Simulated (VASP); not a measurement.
# SiC2 (P-3m1) in VASP: notebook

SiC2 is run at these levels: PBE; tasks: single point, relaxation of cell and atoms.

All numbers are computed with VASP 6.6.1; they aren't measurements. Logs are shortened: lines on timing, memory, paths and dates and some standing lists are left out, and cuts for length are marked.

## (1) The cell of the first run

The structure is trigonal, space group P-3m1 (No. 164). Conventional cell: a = 2.680 Å, b = 2.680 Å, c = 6.564 Å, α = 90.00°, β = 90.00°, γ = 120.00°. Within 3.5 Å of Si (site symmetry -3m) lie 6 C at 2.68 Å and 6 Si at 2.68 Å. Within 3.5 Å of C (site symmetry 3m) lie 3 Si at 2.68 Å and 9 C at 2.68 Å.

## (2) Single point, PBE

The input, INCAR:

```
SYSTEM = SiC2
  PREC = Accurate
  ENCUT = 520
  EDIFF = 1E-6
  ISMEAR = 0
  SIGMA = 0.1
  LREAL = .False.
  LASPH = .True.
  NELM = 100
  ALGO = Normal
  ISIF = 2
  LWAVE = .False.
  LCHARG = .True.
  GGA = PE
  LELF = .True.
  LVHAR = .True.
  NBANDS = 13
```

The input, KPOINTS:

```
Automatic mesh
0
Gamma
  6 6 4
  0 0 0
```

The input, POSCAR:

```
SiC2
1.0
    2.6798104000      0.0000000000      0.0000000000
   -1.3399052000      2.3207838900      0.0000000000
    0.0000000000      0.0000000000      6.5641681000
Si C
1 2
Direct
    0.0000000000      0.0000000000      0.5000000000
    0.6666666700      0.3333333300      0.8333333300
    0.3333333300      0.6666666700      0.1666666700
```

Potentials or basis: VASP PAW PBE potentials, release 64 (Si, C).

On the command line:

```console
$ cat potpaw_PBE.64/Si/POTCAR potpaw_PBE.64/C/POTCAR > POTCAR
$ mpirun -np 1 vasp_std > vasp.out
```

OUTCAR:

```text
SYSTEM = SiC2
   PREC = Accurate
   ENCUT = 520
   EDIFF = 1E-6
   ISMEAR = 0
   LREAL = .False.
   LASPH = .True.
   NELM = 100
   ISIF = 2
   GGA = PE

 ion  position               nearest neighbor table
   1  0.000  0.000  0.500-
   2  0.667  0.333  0.833-
   3  0.333  0.667  0.167-

  LATTYP: Found a hexagonal cell.
 ALAT       =     2.6798104000
 C/A-ratio  =     2.4494897475

  Lattice vectors:

 A1 = (   2.6798104000,   0.0000000000,   0.0000000000)
 A2 = (  -1.3399052000,   2.3207838900,   0.0000000000)
 A3 = (   0.0000000000,   0.0000000000,   6.5641681000)

Analysis of symmetry for initial positions (statically):
=====================================================================
 Subroutine PRICEL returns:
 Original cell was already a primitive cell.

 Routine SETGRP: Setting up the symmetry group for a
 hexagonal supercell.

 Subroutine GETGRP returns: Found 12 space group operations
 (whereof 12 operations were pure point group operations)
 out of a pool of 24 trial point group operations.

The static configuration has the point symmetry D_3d.

Analysis of symmetry for dynamics (positions and initial velocities):
=====================================================================
 Subroutine PRICEL returns:
 Original cell was already a primitive cell.

 Routine SETGRP: Setting up the symmetry group for a
 hexagonal supercell.

 Subroutine GETGRP returns: Found 12 space group operations
 (whereof 12 operations were pure point group operations)
 out of a pool of 24 trial point group operations.

The dynamic configuration has the point symmetry D_3d.

 Subroutine INISYM returns: Found 12 space group operations
 (whereof 12 operations are pure point group operations),
 and found     1 'primitive' translations

----------------------------------------------------------------------------------------

                                     Primitive cell

  volume of cell :      40.8243

  direct lattice vectors                    reciprocal lattice vectors
     2.679810400  0.000000000  0.000000000     0.373160728  0.215444446  0.000000000
    -1.339905200  2.320783890  0.000000000     0.000000000  0.430888892  0.000000000
     0.000000000  0.000000000  6.564168100     0.000000000  0.000000000  0.152342229

  length of vectors
     2.679810400  2.679810405  6.564168100     0.430888893  0.430888892  0.152342229

  position of ions in fractional coordinates (direct lattice)
     0.000000000  0.000000000  0.500000000
     0.666666670  0.333333330  0.833333330
     0.333333330  0.666666670  0.166666670

  ion indices of the primitive-cell ions
   primitive index   ion index
                 1           1
                 2           2
                 3           3

----------------------------------------------------------------------------------------

 KPOINTS: Automatic mesh

Automatic generation of k-mesh.
 Grid dimensions read from file:
 generate k-points for:    6    6    4

 Generating k-lattice:

  Cartesian coordinates                     Fractional coordinates (reciprocal lattice)
     0.062193455  0.035907408  0.000000000     0.166666667  0.000000000  0.000000000
     0.000000000  0.071814815  0.000000000     0.000000000  0.166666667  0.000000000
     0.000000000  0.000000000  0.038085557     0.000000000  0.000000000  0.250000000

  Length of vectors
     0.071814816  0.071814815  0.038085557

  Shift w.r.t. Gamma in fractional coordinates (k-lattice)
     0.000000000  0.000000000  0.000000000

 Subroutine IBZKPT returns following result:
 ===========================================

 Found     24 irreducible k-points:

 Following reciprocal coordinates:
            Coordinates               Weight
  0.000000  0.000000  0.000000      1.000000
  0.166667 -0.000000  0.000000      6.000000
  0.333333  0.000000  0.000000      6.000000
  0.500000  0.000000  0.000000      3.000000
  0.166667  0.166667  0.000000      6.000000
  0.333333  0.166667  0.000000     12.000000
[... 16 lines left out ...]
  0.333333  0.166667  0.500000     12.000000
  0.333333  0.333333  0.500000      2.000000
   k-points           NKPTS =     24   k-points in BZ     NKDIM =     24   number of bands    NBANDS=     13
   number of dos      NEDOS =    301   number of ions     NIONS =      3
   total plane-waves  NPLWV =  20000
   dimension x,y,z NGX =    20 NGY =   20 NGZ =   50
   dimension x,y,z NGXF=    40 NGYF=   40 NGZF=  100
   ions per type =               1   2
   NGX,Y,Z   is equivalent  to a cutoff of  12.41, 12.41, 12.66 a.u.
   NGXF,Y,Z  is equivalent  to a cutoff of  24.81, 24.81, 25.33 a.u.
 SYSTEM =  SiC2
   PREC   = accura    normal or accurate (medium, high low for compatibility)
   ISTART =      0    job   : 0-new  1-cont  2-samecut
   ICHARG =      2    charge: 1-file 2-atom 10-const
   ISPIN  =      1    spin polarized calculation?
   LNONCOLLINEAR =      F non collinear calculations
   LSORBIT =      F    spin-orbit coupling
   LASPH  =      T    aspherical Exc in radial PAW
   ENCUT  =  520.0 eV  38.22 Ry    6.18 a.u.   4.98  4.98 12.21*2*pi/ulx,y,z
   NELM   =    100;   NELMIN=  2; NELMDL= -5     # of ELM steps
   EDIFF  = 0.1E-05   stopping-criterion for ELM
   LREAL  =      F    real-space projection
   EDIFFG = 0.1E-04   stopping-criterion for IOM
   NSW    =      0    number of steps for IOM
   IBRION =     -1    ionic relax: 0-MD 1-quasi-New 2-CG
   NFREE  =      0    steps in history (QN), initial steepest desc. (CG)
   ISIF   =      2    stress and relaxation
   ISYM   =      2    0-nonsym 1-usesym 2-fastsym
   POTIM  = 0.5000    time-step for ionic-motion
   TEBEG  =    0.0;   TEEND  =   0.0 temperature during run
   PSTRESS=    0.0 pullay stress
   NELECT =      12.0000    total number of electrons
   NUPDOWN=      -1.0000    fix difference up-down
   EMIN   =  10.00;   EMAX   =-10.00  energy-range for DOS
   EFERMI =   0.00;   METHOD = LEGACY
   ISMEAR =     0;   SIGMA  =   0.10  broadening in eV -4-tet -1-fermi 0-gaus
   EFERMI_NEDOS =   21; number of points for ismear=-14 and -15
   IALGO  =     38    algorithm
   IMIX   =      4    mixing-type and parameters
     AMIX     =   0.40;   BMIX     =  1.00
     AMIX_MAG =   1.60;   BMIX_MAG =  1.00
  volume/ion in A,a.u.               =      13.61        91.83
  Fermi-wavevector in a.u.,A,eV,Ry     =   1.088502  2.056970 16.120670  1.184836
  Thomas-Fermi vector in A             =   2.224685
   LORBIT       =      0    0 simple, 1 ext, 2 COOP (PROOUT), +10 PAW based schemes
   GGA     = PE    functional components
   LHFCALC =     F    Hartree Fock is set to
   AEXX    =    0.0000 exact exchange contribution
   IVDW    =     0    specifies the selected vdW correction
   LEPSILON=     F    determine dielectric tensor
   LRPA    =     F    only Hartree local field effects (RPA)
 non-spin polarized calculation
 Gauss-broadening in eV      SIGMA  =   0.10
  energy-cutoff  :      520.00
  volume of cell :       40.82
 maximum number of plane-waves:      1125
   NGX =  9   NGY =  9   NGZ = 25

 number of electron      12.0000000 magnetization

 Free energy of the ion-electron system (eV)
  ---------------------------------------------------
  ext. energy  EPLUGINS =         0.00000000
  ---------------------------------------------------
  free energy    TOTEN  =       -13.00374267 eV

  energy without entropy =      -12.99103782  energy(sigma->0) =      -12.99739024

 E-fermi :   4.4816     XC(G=0): -10.4205

 val. band max:        4.4474470824   @ k =   0.3333   0.1667   0.0000
 cond. band min:       4.5062902102   @ k =   0.1667   0.1667   0.2500
 fundamental gap:      0.0588431278
 Fermi energy:         4.4815802497

 k-point     1 :       0.0000    0.0000    0.0000
  band No.  band energies     occupation
      1      -8.8675      2.00000
      2      -6.2849      2.00000
      3      -5.4558      2.00000
      4       2.8487      2.00000
      5       3.0960      2.00000
      6       8.0016      0.00000
      7       8.0016      0.00000
      8       8.3881      0.00000
      9       8.3881      0.00000
     10      10.5280      0.00000
     11      15.6698      0.00000
     12      15.6698      0.00000
     13      16.7658      0.00000

 k-point     2 :       0.1667   -0.0000    0.0000
  band No.  band energies     occupation
      1      -8.1994      2.00000
      2      -5.7168      2.00000
      3      -4.8066      2.00000
      4       3.2542      2.00000
      5       3.5411      2.00000
      6       6.1747      0.00000
      7       6.9256      0.00000
      8       7.4492      0.00000
      9       8.0862      0.00000
     10      10.0279      0.00000
     11      11.1815      0.00000
     12      13.5310      0.00000
     13      15.5624      0.00000

 k-point     3 :       0.3333    0.0000    0.0000
  band No.  band energies     occupation
      1      -6.2817      2.00000
      2      -4.1869      2.00000
      3      -2.9166      2.00000
      4       2.0403      2.00000
      5       3.1041      2.00000
      6       4.2844      1.99471
      7       5.1895      0.00000
      8       6.2445      0.00000
      9       6.5741      0.00000
     10       7.4622      0.00000
     11       9.8994      0.00000
     12      11.8050      0.00000
     13      13.5018      0.00000
[... 305 lines left out ...]
 k-point    23 :       0.3333    0.1667    0.5000
  band No.  band energies     occupation
      1      -4.0780      2.00000
      2      -3.9956      2.00000
      3      -0.7961      2.00000
      4       0.9467      2.00000
      5       2.1852      2.00000
      6       3.4667      2.00000
      7       4.0721      2.00000
      8       5.0866      0.00000
      9       5.4009      0.00000
     10       6.4570      0.00000
     11       8.0331      0.00000
     12       9.8336      0.00000
     13      14.6123      0.00000

 k-point    24 :       0.3333    0.3333    0.5000
  band No.  band energies     occupation
      1      -2.9060      2.00000
      2      -2.9060      2.00000
      3       0.6124      2.00000
      4       0.9620      2.00000
      5       0.9620      2.00000
      6       1.8441      2.00000
      7       4.2735      1.99675
      8       4.2735      1.99675
      9       5.3750      0.00000
     10       5.7218      0.00000
     11       5.7218      0.00000
     12       9.1743      0.00000
     13      15.2894      0.00000

------------------------ aborting loop because EDIFF is reached ----------------------------------------

  FORCE on cell =-STRESS in cart. coord.  units (eV):
  Direction    XX          YY          ZZ          XY          YZ          ZX
  --------------------------------------------------------------------------------------
  -------------------------------------------------------------------------------------
  Total       -4.0401074     -4.0401074     -7.4140800     -0.0000000      0.0000000      0.0000000
  in kB     -158.5568575   -158.5568584   -290.9707852     -0.0000000      0.0000000      0.0000000
  external PRESSURE =    -202.6948337 kB  Pullay stress =       0.0000000 kB

 VOLUME and BASIS-vectors are now :
 -----------------------------------------------------------------------------
  energy-cutoff  :      520.00
  volume of cell :       40.82
      direct lattice vectors                 reciprocal lattice vectors
     2.679810400  0.000000000  0.000000000     0.373160728  0.215444446  0.000000000
    -1.339905200  2.320783890  0.000000000     0.000000000  0.430888892  0.000000000
     0.000000000  0.000000000  6.564168100     0.000000000  0.000000000  0.152342229

 POSITION                                       TOTAL-FORCE (eV/Angst)
 -----------------------------------------------------------------------------------
      0.00000      0.00000      3.28208         0.000000      0.000000      0.000000
      1.33991      0.77359      5.47014        -0.000000     -0.000000     -0.181572
     -0.00000      1.54719      1.09403         0.000000      0.000000      0.181572
 -----------------------------------------------------------------------------------
    total drift:                                0.000000      0.000000      0.000000

  FREE ENERGIE OF THE ION-ELECTRON SYSTEM (eV)
  ---------------------------------------------------
  free  energy   TOTEN  =       -13.0037426694 eV

  energy  without entropy=      -12.9910378166  energy(sigma->0) =      -12.99739024
```

It took 18 s on 1 thread of Intel Xeon 8259CL, shared host; peak memory 0.15 GiB.

Results:

- Free energy: -13.0037 eV
- Pressure: -20.3 GPa
- Largest force: 0.182 eV/Å
- Band gap on the k mesh: zero (bands 6 and 7 overlap by 5.40 eV)

Forces on the atoms (eV/Å):
```
Si   0.000  0.000  0.000
C    0.000  0.000 -0.182
C    0.000  0.000  0.182
```

Stress tensor (GPa, compression positive):
```
-15.86   0.00   0.00
  0.00 -15.86   0.00
  0.00   0.00 -29.10
```

Levels at points of the mesh, in eV from the Fermi level:
```csv
k point,band 3,band 4,band 5,band 6,band 7,band 8,band 9,band 10
"(0.00, 0.00, 0.00)",-9.94,-1.63,-1.39,3.52,3.52,3.91,3.91,6.05
"(0.50, 0.00, 0.00)",-5.21,-4.58,-3.50,-2.90,1.66,1.72,1.91,2.69
"(0.00, 0.00, 0.50)",-7.98,-4.90,2.38,3.53,3.53,3.89,3.89,4.41
"(0.50, 0.00, 0.50)",-5.75,-5.08,-2.52,-1.17,-0.34,1.02,1.85,2.48
```

Caveat: the k points lie up to 0.45 Å⁻¹ apart, too coarse for converged energies and pressures of a metal.

[end of part 1 of 2]

The gap in the log of VASP goes by the Fermi energy; the results here count the filled bands.